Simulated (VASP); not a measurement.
# WF6 in VASP: notebook

The runs below take WF6 through single point, relaxation of the atoms, with PBE+D3(BJ).

Everything below comes from runs of VASP 6.6.1. Logs are shortened: lines on timing, memory, paths and dates and some standing lists are left out, and cuts for length are marked.

## (1) The cell of the first run

The cell holds a molecule in a box, 7 atoms: a = 14.672 Å, b = 14.718 Å, c = 15.000 Å, α = 90.00°, β = 90.00°, γ = 90.00°.

## (2) Single point, PBE+D3(BJ)

INCAR

```
  ALGO = Normal
  EDIFF = 1E-6
  ENCUT = 520
  GGA = PE
  GGA_COMPAT = F
  ISIF = 2
  ISMEAR = 0
  ISYM = 0
  IVDW = 12
  LASPH = T
  LCHARG = T
  LELF = T
  LREAL = F
  LVHAR = T
  LWAVE = F
  NBANDS = 37
  NELM = 120
  NELMDL = -8
  PREC = Accurate
  SIGMA = 0.005
```

KPOINTS

```
k-points
0
Gamma
  1 1 1
```

POSCAR

```
WF6
1.0
   14.6718221961      0.0000000000      0.0000000000
    0.0000000000     14.7184616229      0.0000000000
    0.0000000000      0.0000000000     15.0000000000
W F
1 6
Direct
    0.4998363231      0.4997297576      0.5001433811
    0.6262473467      0.4999923922      0.4998883220
    0.3734253614      0.4994637544      0.5003812063
    0.4995746876      0.6257390586      0.4997440440
    0.5001053543      0.3737210143      0.5005622328
    0.5000794410      0.5001430847      0.6237880897
    0.4995832115      0.4993137952      0.3764988249
```

Potentials or basis: VASP PAW PBE potentials, release 64 (W_sv, F).

On the command line:

```bash
$ cat potpaw_PBE.64/W_sv/POTCAR potpaw_PBE.64/F/POTCAR > POTCAR
$ mpirun -np 1 vasp_gam > vasp.out
```

OUTCAR:

```text
EDIFF = 1E-6
   ENCUT = 520
   GGA = PE
   ISIF = 2
   ISMEAR = 0
   ISYM = 0
   IVDW = 12
   LASPH = T
   LREAL = F
   NELM = 120
   NELMDL = -8
   PREC = Accurate
 IVDW          = 12

 ion  position               nearest neighbor table
   1  0.500  0.500  0.500-   5 1.85   4 1.85   7 1.85   6 1.85   3 1.85   2 1.85
   2  0.626  0.500  0.500-   1 1.85
   3  0.373  0.499  0.500-   1 1.85
   4  0.500  0.626  0.500-   1 1.85
   5  0.500  0.374  0.501-   1 1.85
   6  0.500  0.500  0.624-   1 1.85
   7  0.500  0.499  0.376-   1 1.85

IMPORTANT INFORMATION: All symmetrisations will be switched off!
NOSYMM: (Re-)initialisation of all symmetry stuff for point group C_1.

----------------------------------------------------------------------------------------

                                     Primitive cell

  volume of cell :    3239.1998

  direct lattice vectors                    reciprocal lattice vectors
    14.671822196  0.000000000  0.000000000     0.068157860  0.000000000  0.000000000
     0.000000000 14.718461623  0.000000000     0.000000000  0.067941883  0.000000000
     0.000000000  0.000000000 15.000000000     0.000000000  0.000000000  0.066666667

  length of vectors
    14.671822196 14.718461623 15.000000000     0.068157860  0.067941883  0.066666667

  position of ions in fractional coordinates (direct lattice)
     0.499836323  0.499729758  0.500143381
     0.626247347  0.499992392  0.499888322
     0.373425361  0.499463754  0.500381206
     0.499574688  0.625739059  0.499744044
     0.500105354  0.373721014  0.500562233
     0.500079441  0.500143085  0.623788090
     0.499583212  0.499313795  0.376498825

  ion indices of the primitive-cell ions
   primitive index   ion index
                 1           1
                 2           2
                 3           3
                 4           4
                 5           5
                 6           6
                 7           7

----------------------------------------------------------------------------------------

 KPOINTS: k-points

Automatic generation of k-mesh.
 Grid dimensions read from file:
 generate k-points for:    1    1    1

 Generating k-lattice:

  Cartesian coordinates                     Fractional coordinates (reciprocal lattice)
     0.068157860  0.000000000  0.000000000     1.000000000  0.000000000  0.000000000
     0.000000000  0.067941883  0.000000000     0.000000000  1.000000000  0.000000000
     0.000000000  0.000000000  0.066666667     0.000000000  0.000000000  1.000000000

  Length of vectors
     0.068157860  0.067941883  0.066666667

  Shift w.r.t. Gamma in fractional coordinates (k-lattice)
     0.000000000  0.000000000  0.000000000

 Subroutine IBZKPT returns following result:
 ===========================================

 Found      1 irreducible k-points:

 Following reciprocal coordinates:
            Coordinates               Weight
  0.000000  0.000000  0.000000      1.000000
   k-points           NKPTS =      1   k-points in BZ     NKDIM =      1   number of bands    NBANDS=     37
   number of dos      NEDOS =    301   number of ions     NIONS =      7
   total plane-waves  NPLWV = ******
   dimension x,y,z NGX =   112 NGY =  112 NGZ =  112
   dimension x,y,z NGXF=   224 NGYF=  224 NGZF=  224
   ions per type =               1   6
   NGX,Y,Z   is equivalent  to a cutoff of  12.69, 12.65, 12.41 a.u.
   NGXF,Y,Z  is equivalent  to a cutoff of  25.38, 25.30, 24.83 a.u.
 SYSTEM =  unknown system
   PREC   = accura    normal or accurate (medium, high low for compatibility)
   ISTART =      0    job   : 0-new  1-cont  2-samecut
   ICHARG =      2    charge: 1-file 2-atom 10-const
   ISPIN  =      1    spin polarized calculation?
   LNONCOLLINEAR =      F non collinear calculations
   LSORBIT =      F    spin-orbit coupling
   LASPH  =      T    aspherical Exc in radial PAW
   ENCUT  =  520.0 eV  38.22 Ry    6.18 a.u.  27.28 27.37 27.89*2*pi/ulx,y,z
   NELM   =    120;   NELMIN=  2; NELMDL= -8     # of ELM steps
   EDIFF  = 0.1E-05   stopping-criterion for ELM
   LREAL  =      F    real-space projection
   EDIFFG = 0.1E-04   stopping-criterion for IOM
   NSW    =      0    number of steps for IOM
   IBRION =     -1    ionic relax: 0-MD 1-quasi-New 2-CG
   NFREE  =      0    steps in history (QN), initial steepest desc. (CG)
   ISIF   =      2    stress and relaxation
   ISYM   =      0    0-nonsym 1-usesym 2-fastsym
   POTIM  = 0.5000    time-step for ionic-motion
   TEBEG  =    0.0;   TEEND  =   0.0 temperature during run
   PSTRESS=    0.0 pullay stress
   NELECT =      56.0000    total number of electrons
   NUPDOWN=      -1.0000    fix difference up-down
   EMIN   =  10.00;   EMAX   =-10.00  energy-range for DOS
   EFERMI =   0.00;   METHOD = LEGACY
   ISMEAR =     0;   SIGMA  =   0.01  broadening in eV -4-tet -1-fermi 0-gaus
   EFERMI_NEDOS =   21; number of points for ismear=-14 and -15
   IALGO  =     38    algorithm
   IMIX   =      4    mixing-type and parameters
     AMIX     =   0.40;   BMIX     =  1.00
     AMIX_MAG =   1.60;   BMIX_MAG =  1.00
  volume/ion in A,a.u.               =     462.74      3122.74
  Fermi-wavevector in a.u.,A,eV,Ry     =   0.423310  0.799939  2.438043  0.179191
  Thomas-Fermi vector in A             =   1.387340
   LORBIT       =      0    0 simple, 1 ext, 2 COOP (PROOUT), +10 PAW based schemes
   GGA     = PE    functional components
   LHFCALC =     F    Hartree Fock is set to
   AEXX    =    0.0000 exact exchange contribution
   IVDW    =    12    specifies the selected vdW correction
   LEPSILON=     F    determine dielectric tensor
   LRPA    =     F    only Hartree local field effects (RPA)
 non-spin polarized calculation
 Gauss-broadening in eV      SIGMA  =   0.01
  energy-cutoff  :      520.00
  volume of cell :     3239.20
 maximum number of plane-waves:     43592
 NGX is ok and might be reduce to   112
   NGX = 55   NGY = 55   NGZ = 55

 number of electron      55.9999968 magnetization

 Free energy of the ion-electron system (eV)
  ---------------------------------------------------
  ext. energy  EPLUGINS =         0.00000000
  ---------------------------------------------------
  free energy    TOTEN  =       -42.48488541 eV

  energy without entropy =      -42.48488541  energy(sigma->0) =      -42.48488541

 E-fermi : -10.3233     XC(G=0):  -0.4770

 val. band max:      -10.4633589443   @ k =   0.0000   0.0000   0.0000
 cond. band min:      -5.1909141091   @ k =   0.0000   0.0000   0.0000
 fundamental gap:      5.2724448352
 Fermi energy:       -10.3233322447

 k-point     1 :       0.0000    0.0000    0.0000
  band No.  band energies     occupation
      1     -83.9894      2.00000
      2     -48.2305      2.00000
      3     -48.2305      2.00000
      4     -48.2305      2.00000
      5     -30.8697      2.00000
      6     -30.6756      2.00000
[... 29 lines left out ...]
     36       0.4714      0.00000
     37       0.4739      0.00000

------------------------ aborting loop because EDIFF is reached ----------------------------------------

 Edisp (eV)   -0.12852

 E8    (eV) :    -0.0467

  FORCE on cell =-STRESS in cart. coord.  units (eV):
  Direction    XX          YY          ZZ          XY          YZ          ZX
  --------------------------------------------------------------------------------------
  -------------------------------------------------------------------------------------
  Total       1.25718     1.26085     1.25914    -0.00013     0.00044     0.00047
  in kB       0.62183     0.62364     0.62280    -0.00006     0.00022     0.00023
  external pressure =        0.62 kB  Pullay stress =        0.00 kB

 VOLUME and BASIS-vectors are now :
 -----------------------------------------------------------------------------
  energy-cutoff  :      520.00
  volume of cell :     3239.20
      direct lattice vectors                 reciprocal lattice vectors
    14.671822196  0.000000000  0.000000000     0.068157860  0.000000000  0.000000000
     0.000000000 14.718461623  0.000000000     0.000000000  0.067941883  0.000000000
     0.000000000  0.000000000 15.000000000     0.000000000  0.000000000  0.066666667

 POSITION                                       TOTAL-FORCE (eV/Angst)
 -----------------------------------------------------------------------------------
      7.33351      7.35525      7.50215         0.000166      0.000285      0.000054
      9.18819      7.35912      7.49832         0.413538      0.001064     -0.000787
      5.47883      7.35134      7.50572        -0.413565     -0.000886      0.001208
      7.32967      9.20992      7.49616        -0.000958      0.414033     -0.001726
      7.33746      5.50060      7.50843         0.000978     -0.414319      0.001465
      7.33708      7.36134      9.35682         0.001172      0.001865      0.412369
      7.32980      7.34913      5.64748        -0.001331     -0.002042     -0.412583
 -----------------------------------------------------------------------------------
    total drift:                               -0.000524     -0.001138      0.000849

  FREE ENERGIE OF THE ION-ELECTRON SYSTEM (eV)
  ---------------------------------------------------
  free  energy   TOTEN  =       -42.6134065947 eV

  energy  without entropy=      -42.6134065947  energy(sigma->0) =      -42.61340659
```

Run time: 6.4 min. Hardware: 1 thread of Intel Xeon Platinum 8259CL at 2.50GHz (Skylake/Cascade Lake), shared host; peak memory 1.9 GiB.

What came out:

```yaml
Free_energy: -42.6134 eV
Largest_force: 0.414 eV/Å
Gap_between_the_frontier_levels: 5.27 eV
Dispersion_energy_per_atom: -0.018 eV
```

Forces in eV/Å, atoms in the order of the input:
```
W    0.000  0.000  0.000
F    0.414  0.001 -0.001
F   -0.414 -0.001  0.001
F   -0.001  0.414 -0.002
F    0.001 -0.414  0.001
F    0.001  0.002  0.412
F   -0.001 -0.002 -0.413
```

Levels at points of the mesh, in eV from the valence-band top:
| k point | band 25 | band 26 | band 27 | band 28 | band 29 | band 30 | band 31 | band 32 |
| --- | --- | --- | --- | --- | --- | --- | --- | --- |
| (0.00, 0.00, 0.00) | -0.58 | 0.00 | 0.00 | 0.00 | 5.27 | 5.27 | 5.27 | 9.90 |

Caveat: spin-orbit coupling is left out, which moves the levels of the heavy elements.

(Part 1 of 2 ends here.)
